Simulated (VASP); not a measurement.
# Mg3Zn5O8 (P1) in VASP: single point with PBEsol

Aim: the single point of Mg3Zn5O8 with PBEsol.

Program: VASP 6.6.1. These are calculated values, not measurements. Logs are shortened: lines on timing, memory, paths and dates and some standing lists are left out, and cuts for length are marked.

### Step 1. The cell of the first run

The typed cell holds 64 atoms: a = 8.494 Å, b = 8.494 Å, c = 8.494 Å, α = 90.00°, β = 90.00°, γ = 90.00°.

### Step 2. Single point, PBEsol

The input, INCAR:

```
SYSTEM = Mg3Zn5O8
PREC     = Accurate       ! precision mode
ENCUT    = 520            ! plane-wave cutoff, eV
EDIFF    = 1E-6           ! SCF threshold, eV
ISMEAR   = -1             ! smearing method
SIGMA    = 0.05           ! smearing width, eV
LREAL    = Auto         
LASPH    = .True.         ! aspherical terms in the spheres
NELM     = 60             ! most SCF steps
ALGO     = Normal         ! electronic algorithm
ISIF     = 2              ! what is computed and relaxed
LWAVE    = .False.        ! write WAVECAR
LCHARG   = .True.         ! write CHGCAR
GGA      = PS             ! functional
LELF     = .True.         ! ELF
LVHAR    = .True.       
ISYM     = 0            
NBANDS   = 266            ! bands
```

The input, KPOINTS:

```
Automatic mesh
0
Gamma
  1 1 1
  0.25 0.25 0.25
```

The input, POSCAR:

```
Mg3Zn5O8
1.0
    8.4943679407      0.0000000000      0.0000000000
    0.0000000000      8.4943679407      0.0000000000
    0.0000000000      0.0000000000      8.4943679407
O Zn Mg
32 20 12
Direct
    0.2501290000      0.0009650000      0.0002080000
    0.2485250000      0.0022770000      0.4992360000
    0.2478590000      0.5005740000      0.0028610000
    0.2499470000      0.4980840000      0.4977630000
    0.7500760000      0.0023670000      0.0001460000
    0.7519710000      0.0026860000      0.4995120000
    0.7513270000      0.4984990000      0.0002390000
    0.7498870000      0.4984960000      0.4993100000
    0.9998740000      0.2531420000      0.9996040000
    0.9997270000      0.2471300000      0.4998730000
    0.0020470000      0.7486010000      0.9969660000
    0.0004320000      0.7521660000      0.5019950000
    0.4999490000      0.2503310000      0.9994770000
    0.5001150000      0.2502390000      0.5000830000
    0.4980160000      0.7505060000      0.9970080000
    0.5002770000      0.7507410000      0.5015920000
    0.0004330000      0.0018730000      0.2515680000
    0.9997640000      0.9997350000      0.7472030000
    0.0020120000      0.4987270000      0.2479900000
    0.0000390000      0.5008930000      0.7518150000
    0.5001190000      0.0000960000      0.2497510000
    0.5001750000      0.9984620000      0.7492530000
    0.4985450000      0.5009250000      0.2499340000
    0.5000840000      0.5024520000      0.7497300000
    0.2479770000      0.2532320000      0.2499690000
    0.2478390000      0.2504050000      0.7498570000
    0.2501140000      0.7485090000      0.2477290000
    0.2505400000      0.7505430000      0.7521230000
    0.7519110000      0.2505590000      0.2498320000
    0.7520720000      0.2506110000      0.7499830000
    0.7500590000      0.7505330000      0.2494750000
    0.7498740000      0.7503610000      0.7496360000
    0.9999330000      0.0009180000      0.9994540000
    0.0001480000      0.4994220000      0.4996450000
    0.5002000000      0.0000590000      0.9995210000
    0.5002860000      0.0001230000      0.4995670000
    0.4995340000      0.5009870000      0.9998480000
    0.5000590000      0.5007310000      0.4999230000
    0.2501720000      0.7503260000      0.4999730000
    0.7500360000      0.7505690000      0.9995850000
    0.7502440000      0.7502620000      0.4994530000
    0.2501260000      0.0008680000      0.2499790000
    0.2499110000      0.0002000000      0.7495120000
    0.2497520000      0.5007650000      0.7506970000
    0.7501450000      0.0005230000      0.2498590000
    0.7502170000      0.0005150000      0.7493820000
    0.7501250000      0.5003940000      0.2496850000
    0.7500840000      0.5003570000      0.7499510000
    0.0002190000      0.7501610000      0.2493980000
    0.4997610000      0.2505900000      0.2497730000
    0.5000100000      0.2504260000      0.7497760000
    0.5003080000      0.7506330000      0.2496030000
    0.0000440000      0.9991240000      0.4990330000
    0.9992740000      0.5012190000      0.0000980000
    0.2510380000      0.2501310000      0.9996980000
    0.2512410000      0.2502490000      0.5002820000
    0.2504070000      0.7515810000      0.0002350000
    0.7485410000      0.2501900000      0.9998260000
    0.7487580000      0.2506540000      0.4997280000
    0.2507930000      0.5013760000      0.2506620000
    0.9998060000      0.2501400000      0.2497510000
    0.9998910000      0.2502700000      0.7496810000
    0.9996230000      0.7502960000      0.7492780000
    0.5006330000      0.7504780000      0.7491410000
```

Potentials or basis: VASP PAW PBE potentials, release 64 (O, Zn, Mg).

Command:

```sh
cat potpaw_PBE.64/O/POTCAR potpaw_PBE.64/Zn/POTCAR potpaw_PBE.64/Mg/POTCAR > POTCAR
mpirun -np 1 vasp_std > vasp.out
```

OUTCAR:

```text
SYSTEM = Mg3Zn5O8
   PREC = Accurate
   ENCUT = 520
   EDIFF = 1E-6
   ISMEAR = -1
   LREAL = Auto
   LASPH = .True.
   NELM = 60
   ISIF = 2
   GGA = PS
   ISYM = 0

 ion  position               nearest neighbor table
   1  0.250  0.001  0.000-  55 2.12  57 2.12  42 2.12  35 2.12  33 2.13  43 2.13
   2  0.249  0.002  0.499-  56 2.11  53 2.11  42 2.12  43 2.13  36 2.14  39 2.14
   3  0.248  0.501  0.003-  60 2.11  54 2.11  55 2.13  57 2.13  37 2.14  44 2.14
   4  0.250  0.498  0.498-  60 2.10  56 2.11  34 2.12  38 2.12  39 2.14  44 2.15
   5  0.750  0.002  0.000-  58 2.11  45 2.12  33 2.12  35 2.12  46 2.13  40 2.14
   6  0.752  0.003  0.500-  59 2.11  53 2.11  45 2.12  46 2.12  36 2.14  41 2.14
[... 73 lines left out ...]
                            36 3.00  43 3.00  38 3.00  42 3.00  34 3.00  60 3.01  62 3.01  44 3.01
  57  0.250  0.752  0.000-  27 2.10  15 2.10  28 2.11  11 2.11   1 2.12   3 2.13  35 2.99  42 3.00
                            52 3.00  43 3.00  49 3.00  37 3.00  33 3.00  44 3.01  60 3.01  64 3.01
  58  0.749  0.250  1.000-   5 2.11   7 2.11  13 2.11  30 2.12  29 2.12   9 2.14  35 2.99  51 2.99
                            50 3.00  45 3.00  37 3.00  48 3.00  47 3.00  46 3.00  33 3.01  61 3.01
  59  0.749  0.251  0.500-   8 2.11   6 2.11  14 2.11  29 2.12  30 2.13  10 2.13  38 3.00  51 3.00
                            50 3.00  36 3.00  47 3.00  46 3.00  48 3.00  45 3.00  34 3.00  61 3.01
  60  0.251  0.501  0.251-   4 2.10  27 2.10  23 2.10   3 2.11  25 2.11  19 2.11  39 2.99  38 2.99
                            52 3.00  49 3.00  37 3.00  34 3.00  50 3.00  57 3.01  56 3.01  54 3.02
  61  1.000  0.250  0.250-  29 2.11  25 2.11  17 2.11  19 2.11  10 2.12   9 2.12  34 3.00  45 3.00
                            33 3.00  42 3.00  47 3.00  53 3.01  54 3.01  59 3.01  58 3.01  55 3.01
  62  1.000  0.250  0.750-  30 2.11  26 2.11  10 2.12   9 2.12  18 2.13  20 2.13  33 3.00  34 3.00
                            46 3.00  48 3.00  43 3.00  44 3.01  56 3.01  59 3.01  55 3.01  54 3.01
  63  1.000  0.750  0.749-  12 2.10  11 2.10  20 2.12  18 2.12  32 2.12  28 2.13  53 3.00  41 3.00
                            48 3.00  46 3.00  44 3.00  39 3.00  40 3.00  54 3.00  43 3.00  34 3.01
  64  0.501  0.750  0.749-  16 2.10  15 2.11  22 2.11  24 2.11  32 2.12  28 2.12  38 3.00  36 3.00
                            41 3.00  48 3.00  46 3.00  39 3.00  40 3.00  35 3.00  37 3.00  43 3.01

IMPORTANT INFORMATION: All symmetrisations will be switched off!
NOSYMM: (Re-)initialisation of all symmetry stuff for point group C_1.

----------------------------------------------------------------------------------------

                                     Primitive cell

  volume of cell :     612.9051

  direct lattice vectors                    reciprocal lattice vectors
     8.494367941  0.000000000  0.000000000     0.117725063  0.000000000  0.000000000
     0.000000000  8.494367941  0.000000000     0.000000000  0.117725063  0.000000000
     0.000000000  0.000000000  8.494367941     0.000000000  0.000000000  0.117725063

  length of vectors
     8.494367941  8.494367941  8.494367941     0.117725063  0.117725063  0.117725063

  position of ions in fractional coordinates (direct lattice)
     0.250129000  0.000965000  0.000208000
     0.248525000  0.002277000  0.499236000
     0.247859000  0.500574000  0.002861000
     0.249947000  0.498084000  0.497763000
     0.750076000  0.002367000  0.000146000
     0.751971000  0.002686000  0.499512000
[... 56 lines left out ...]
     0.999623000  0.750296000  0.749278000
     0.500633000  0.750478000  0.749141000

  ion indices of the primitive-cell ions
   primitive index   ion index
                 1           1
                 2           2
                 3           3
                 4           4
                 5           5
                 6           6
[... 56 lines left out ...]
                63          63
                64          64

----------------------------------------------------------------------------------------

 KPOINTS: Automatic mesh

Automatic generation of k-mesh.
 Grid dimensions read from file:
 generate k-points for:    1    1    1

 Generating k-lattice:

  Cartesian coordinates                     Fractional coordinates (reciprocal lattice)
     0.117725063  0.000000000  0.000000000     1.000000000  0.000000000  0.000000000
     0.000000000  0.117725063  0.000000000     0.000000000  1.000000000  0.000000000
     0.000000000  0.000000000  0.117725063     0.000000000  0.000000000  1.000000000

  Length of vectors
     0.117725063  0.117725063  0.117725063

  Shift w.r.t. Gamma in fractional coordinates (k-lattice)
     0.250000000  0.250000000  0.250000000

 Subroutine IBZKPT returns following result:
 ===========================================

 Found      4 irreducible k-points:

 Following reciprocal coordinates:
            Coordinates               Weight
  0.250000  0.250000  0.250000      2.000000
 -0.250000  0.250000  0.250000      2.000000
 -0.250000 -0.250000  0.250000      2.000000
  0.250000 -0.250000  0.250000      2.000000
   k-points           NKPTS =      4   k-points in BZ     NKDIM =      4   number of bands    NBANDS=    266
   number of dos      NEDOS =    301   number of ions     NIONS =     64
   total plane-waves  NPLWV = 262144
   dimension x,y,z NGX =    64 NGY =   64 NGZ =   64
   dimension x,y,z NGXF=   128 NGYF=  128 NGZF=  128
   ions per type =              32  20  12
   NGX,Y,Z   is equivalent  to a cutoff of  12.53, 12.53, 12.53 a.u.
   NGXF,Y,Z  is equivalent  to a cutoff of  25.05, 25.05, 25.05 a.u.
 SYSTEM =  Mg3Zn5O8
   PREC   = accura    normal or accurate (medium, high low for compatibility)
   ISTART =      0    job   : 0-new  1-cont  2-samecut
   ICHARG =      2    charge: 1-file 2-atom 10-const
   ISPIN  =      1    spin polarized calculation?
   LNONCOLLINEAR =      F non collinear calculations
   LSORBIT =      F    spin-orbit coupling
   LASPH  =      T    aspherical Exc in radial PAW
   ENCUT  =  520.0 eV  38.22 Ry    6.18 a.u.  15.79 15.79 15.79*2*pi/ulx,y,z
   NELM   =     60;   NELMIN=  2; NELMDL= -5     # of ELM steps
   EDIFF  = 0.1E-05   stopping-criterion for ELM
   LREAL  =      T    real-space projection
   EDIFFG = 0.1E-04   stopping-criterion for IOM
   NSW    =      0    number of steps for IOM
   IBRION =     -1    ionic relax: 0-MD 1-quasi-New 2-CG
   NFREE  =      0    steps in history (QN), initial steepest desc. (CG)
   ISIF   =      2    stress and relaxation
   ISYM   =      0    0-nonsym 1-usesym 2-fastsym
   POTIM  = 0.5000    time-step for ionic-motion
   TEBEG  =    0.0;   TEEND  =   0.0 temperature during run
   PSTRESS=    0.0 pullay stress
   NELECT =     456.0000    total number of electrons
   NUPDOWN=      -1.0000    fix difference up-down
   EMIN   =  10.00;   EMAX   =-10.00  energy-range for DOS
   EFERMI =   0.00;   METHOD = LEGACY
   ISMEAR =    -1;   SIGMA  =   0.05  broadening in eV -4-tet -1-fermi 0-gaus
   EFERMI_NEDOS =   21; number of points for ismear=-14 and -15
   IALGO  =     38    algorithm
   IMIX   =      4    mixing-type and parameters
     AMIX     =   0.40;   BMIX     =  1.00
     AMIX_MAG =   1.60;   BMIX_MAG =  1.00
  volume/ion in A,a.u.               =       9.58        64.63
  Fermi-wavevector in a.u.,A,eV,Ry     =   1.483424  2.803265 29.940267  2.200548
  Thomas-Fermi vector in A             =   2.597088
   LORBIT       =      0    0 simple, 1 ext, 2 COOP (PROOUT), +10 PAW based schemes
   GGA     = PS    functional components
   LHFCALC =     F    Hartree Fock is set to
   AEXX    =    0.0000 exact exchange contribution
   IVDW    =     0    specifies the selected vdW correction
   LEPSILON=     F    determine dielectric tensor
   LRPA    =     F    only Hartree local field effects (RPA)
 non-spin polarized calculation
  energy-cutoff  :      520.00
  volume of cell :      612.91
 maximum number of plane-waves:     16485
   NGX = 31   NGY = 31   NGZ = 31

 number of electron     456.0000586 magnetization

 Free energy of the ion-electron system (eV)
  ---------------------------------------------------
  ext. energy  EPLUGINS =         0.00000000
  ---------------------------------------------------
  free energy    TOTEN  =      -340.19778667 eV

  energy without entropy =     -340.19778667  energy(sigma->0) =     -340.19778667

 E-fermi :   4.2064     XC(G=0): -12.1181

 val. band max:        2.9695750318   @ k =  -0.2500  -0.2500   0.2500
 cond. band min:       5.9387711809   @ k =  -0.2500  -0.2500   0.2500
 fundamental gap:      2.9691961491
 Fermi energy:         4.2063575751

 k-point     1 :       0.2500    0.2500    0.2500
  band No.  band energies     occupation
      1     -15.1524      2.00000
      2     -14.7616      2.00000
      3     -14.7458      2.00000
      4     -14.6984      2.00000
      5     -14.4234      2.00000
      6     -14.3856      2.00000
[... 961 lines left out ...]
    239       9.0176      0.00000
    240       9.2478      0.00000
 [bands above 240 left out]

------------------------ aborting loop because EDIFF is reached ----------------------------------------

  FORCE on cell =-STRESS in cart. coord.  units (eV):
  Direction    XX          YY          ZZ          XY          YZ          ZX
  --------------------------------------------------------------------------------------
  -------------------------------------------------------------------------------------
  Total        2.0673683      2.1127700      2.3917393      0.2869541     -0.4604377      0.1370296
  in kB        5.4042475      5.5229308      6.2521763      0.7501183     -1.2036169      0.3582050
  external PRESSURE =       5.7264515 kB  Pullay stress =       0.0000000 kB

 VOLUME and BASIS-vectors are now :
 -----------------------------------------------------------------------------
  energy-cutoff  :      520.00
  volume of cell :      612.91
      direct lattice vectors                 reciprocal lattice vectors
     8.494367941  0.000000000  0.000000000     0.117725063  0.000000000  0.000000000
     0.000000000  8.494367941  0.000000000     0.000000000  0.117725063  0.000000000
     0.000000000  0.000000000  8.494367941     0.000000000  0.000000000  0.117725063

 POSITION                                       TOTAL-FORCE (eV/Angst)
 -----------------------------------------------------------------------------------
      2.12469      0.00820      0.00177        -0.002604      0.000681      0.000444
      2.11106      0.01934      4.24069        -0.051297      0.055425      0.001620
      2.10541      4.25206      0.02430        -0.052168      0.000175      0.051852
      2.12314      4.23091      4.22818         0.020778     -0.029864     -0.031248
      6.37142      0.02011      0.00124        -0.007149      0.037785     -0.013416
      6.38752      0.02282      4.24304         0.031681      0.032430     -0.021436
[... 56 lines left out ...]
      8.49117      6.37329      6.36464         0.003558     -0.000627      0.003185
      4.25256      6.37484      6.36348        -0.000074     -0.000068      0.000359
 -----------------------------------------------------------------------------------
    total drift:                               -0.007856     -0.058347      0.035409

  FREE ENERGIE OF THE ION-ELECTRON SYSTEM (eV)
  ---------------------------------------------------
  free  energy   TOTEN  =      -340.1977866663 eV

  energy  without entropy=     -340.1977866662  energy(sigma->0) =     -340.19778667
```

Run time: 49 min. Hardware: 1 thread of AMD EPYC 7R13, shared host; peak memory 0.81 GiB.

Results:

| Item | Value |
| --- | --- |
| Free energy | -340.1978 eV |
| Pressure | 0.6 GPa |
| Largest force | 0.089 eV/Å |
| Band gap on the k mesh | 2.97 eV |

Forces on the atoms (eV/Å):
```
O   -0.003  0.001  0.000
O   -0.051  0.055  0.002
O   -0.052  0.000  0.052
O    0.021 -0.030 -0.031
O   -0.007  0.038 -0.013
O    0.032  0.032 -0.021
O    0.045 -0.050 -0.003
O    0.011 -0.043  0.008
O   -0.010  0.037 -0.009
O    0.012 -0.036  0.008
O    0.060 -0.039 -0.045
O   -0.017  0.034  0.034
O   -0.001  0.002  0.001
O    0.002 -0.002 -0.002
O   -0.030  0.019 -0.033
O   -0.012 -0.011  0.043
O   -0.020  0.032  0.034
O    0.012  0.008 -0.038
O    0.062 -0.045 -0.046
O   -0.010 -0.006  0.037
O   -0.005  0.002  0.004
O    0.010 -0.041  0.011
O   -0.036  0.011  0.006
O   -0.010  0.040 -0.008
O   -0.054  0.053 -0.004
O   -0.039  0.005  0.008
O    0.020 -0.033 -0.032
O   -0.010 -0.005  0.041
O    0.038 -0.010 -0.010
O    0.039 -0.005 -0.011
O    0.005 -0.003  0.001
O   -0.002 -0.001  0.001
Zn   0.004  0.002 -0.001
Zn  -0.001 -0.002  0.002
Zn  -0.002  0.000 -0.002
Zn   0.000  0.004  0.003
Zn  -0.003 -0.004  0.000
Zn  -0.005 -0.003  0.000
Zn  -0.001 -0.002  0.001
Zn   0.000 -0.003 -0.003
Zn   0.004  0.003  0.005
Zn  -0.003  0.001 -0.001
Zn  -0.005  0.001  0.002
Zn  -0.001 -0.002 -0.001
Zn   0.005  0.006  0.004
Zn   0.002  0.002  0.002
Zn   0.003 -0.005 -0.002
Zn   0.005 -0.002  0.001
Zn   0.002  0.000  0.001
Zn  -0.001  0.000  0.001
Zn   0.000  0.000  0.000
Zn  -0.007 -0.004 -0.002
Mg   0.001  0.006  0.003
Mg   0.005 -0.005  0.000
Mg  -0.004  0.003  0.000
Mg  -0.007 -0.002 -0.001
Mg  -0.004 -0.003 -0.002
Mg   0.007  0.002  0.002
Mg   0.004 -0.001  0.003
Mg  -0.004 -0.004 -0.004
Mg   0.004  0.002  0.000
Mg   0.000  0.000  0.001
Mg   0.004 -0.001  0.003
Mg   0.000  0.000  0.000
```

Levels at points of the mesh, in eV from the valence-band top:
| k point | band 224 | band 225 | band 226 | band 227 | band 228 | band 229 | band 230 | band 231 | band 232 | band 233 |
| --- | --- | --- | --- | --- | --- | --- | --- | --- | --- | --- |
| (0.25, 0.25, 0.25) | -0.21 | -0.15 | -0.08 | -0.07 | -0.02 | 2.97 | 4.59 | 4.68 | 4.84 | 5.41 |

Caveat: the PAW data sets were made with another functional, which shifts forces and pressure a little; a shifted mesh leaves out Γ, where band edges can lie.
